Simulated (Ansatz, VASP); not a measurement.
**Two plane-wave programs on Ti**

Contents of INCAR:

```
ALGO = Fast ; EDIFF = 1E-6
ENCUT = 520 ; GGA = PS
ISIF = 2 ; ISMEAR = 0
LASPH = True ; LCHARG = False
LREAL = False ; LWAVE = False
NBANDS = 12 ; NELM = 80
PREC = Accurate ; SIGMA = 0.15
```

File KPOINTS:

```
k-points
0
Gamma
  20 20 20
```

Contents of POSCAR:

```
Ti
1.0
   -1.7226735327      1.7226735327      1.3642078565
    1.7226735327     -1.7226735327      1.3642078565
    1.4872273061      1.4872273061     -1.3642078565
Ti
1
Direct
    0.0000000000      0.0000000000      0.0000000000
```

Input for Ansatz:

```yaml
crystal:
  lattice:
    - [-1.7226735327, 1.7226735327, 1.3642078565]
    - [1.7226735327, -1.7226735327, 1.3642078565]
    - [1.4872273061, 1.4872273061, -1.3642078565]
  atoms:
    - { symbol: Ti, position: [0.0, 0.0, 0.0] }
basis:
  ecutwfc: 520.0
kpoints:
  mp_grid: { grid: [20, 20, 20] }
hamiltonian:
  xc: pbesol
  pseudopotentials: { kind: paw, azcp: { folder: soft_1 } }
scf:
  occupations: { method: gaussian, width: 0.15 }
output:
  forces: true
  stress: true
  eigenvalues: true
```

Change from the starting cell: engineering shear strain xy -0.1467, normal strain along z -0.1500.

Alike in both runs: task single point; functional PBEsol; k mesh 20 × 20 × 20; occupations gaussian, width 0.15 eV; no spin polarisation.

```csv
,VASP,Ansatz
version,VASP 6.6.1,Ansatz 0.2.0
potentials or method,"VASP PAW PBE potentials, release 64 (Ti_sv), cutoff 520 eV","scalar-relativistic, plane waves, PAW"
valence electrons in the cell,12,12
```

Ansatz gave:

```
gap on the k mesh at the Fermi level (eV)                     : none
pressure (GPa)                                                : 24.0
traceless stress, the component that is largest in VASP (GPa) : 7.17
```

Problem. What did VASP give for the same quantities?

Solution. gap on the k mesh at the Fermi level (eV): none; pressure (GPa): 23.5; traceless stress, the component that is largest in VASP (GPa): 7.26.

VASP's potentials were made for PBE, not for PBEsol, and Ansatz warns of the same on its side. A gap of «none» marks a metal or a gap that the smearing closes.
